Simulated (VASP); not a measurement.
Here is a VASP 6.6.1 calculation.

The input INCAR:

```
ALGO = Normal
EDIFF = 1E-6
ENCUT = 520
ISIF = 2
ISMEAR = -1
LASPH = True
LCHARG = False
LREAL = False
LWAVE = False
NBANDS = 16
NELM = 80
PREC = Accurate
SIGMA = 0.02
```

Contents of KPOINTS:

```
k-points
0
Gamma
  12 12 12
```

Contents of POSCAR:

```
C
1.0
    1.2275048185      0.7087002374      6.9141828450
   -1.2275048185      0.7087002374      6.9141828450
    0.0000000000     -1.4174004748      6.9141828450
C
4
Direct
    0.9191131635      0.9191131635      0.9191131635
    0.2524460551      0.2524460551      0.2524460551
    0.7475539449      0.7475539449      0.7475539449
    0.0808868365      0.0808868365      0.0808868365
```

Potentials or basis: VASP PAW LDA potentials, release 64 (C).

Launch:

```bash
$ cat potpaw_LDA.64/C/POTCAR > POTCAR
$ mpirun -np 1 vasp_std > vasp.out
```

Task: Estimate the largest force.

Result: 0.011 eV/Å.

Task: Predict the pressure.

Result: -2.7 GPa.

Forces in eV/Å, atoms in the order of the input:
```
C    0.000  0.000  0.011
C    0.000  0.000 -0.008
C    0.000  0.000  0.008
C    0.000  0.000 -0.011
```
